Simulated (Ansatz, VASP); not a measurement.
**AgCl in VASP and in Ansatz**

```xyz
4
Lattice="3.5300 0.0000 0.0000 0.0000 4.0110 0.0000 -0.9726 0.0000 5.1520" Properties=species:S:1:pos:R:3 pbc="T T T"
Ag    0.3500    1.0028    1.0819
Ag    2.2075    3.0083    4.0701
Cl    0.4016    1.0028    3.6322
Cl    2.1559    3.0083    1.5198
```

Alike in both runs: task single point; functional PBEsol; k mesh 4 × 4 × 4; no spin polarisation.

```csv
,VASP,Ansatz
version,VASP 6.6.1,Ansatz 0.2.0
potentials or method,"VASP PAW PBE potentials, release 64 (Ag, Cl), cutoff 520 eV","plane waves, PAW"
occupations,"gaussian, width 0.01 eV",fixed
valence electrons in the cell,36,52
```

```tsv
	VASP	Ansatz	Ansatz less VASP
pressure (GPa)	4.6	4.8	+0.11
traceless stress, the component that is largest in VASP (GPa)	-0.93	-0.92	+0.002
```

VASP's potentials were made for PBE, not for PBEsol. VASP's potentials hold 36 valence electrons a cell and Ansatz's 52, so a difference there can come from the potentials and not from the codes.

The k mesh is coarse, so the values compare programs but aren't converged.
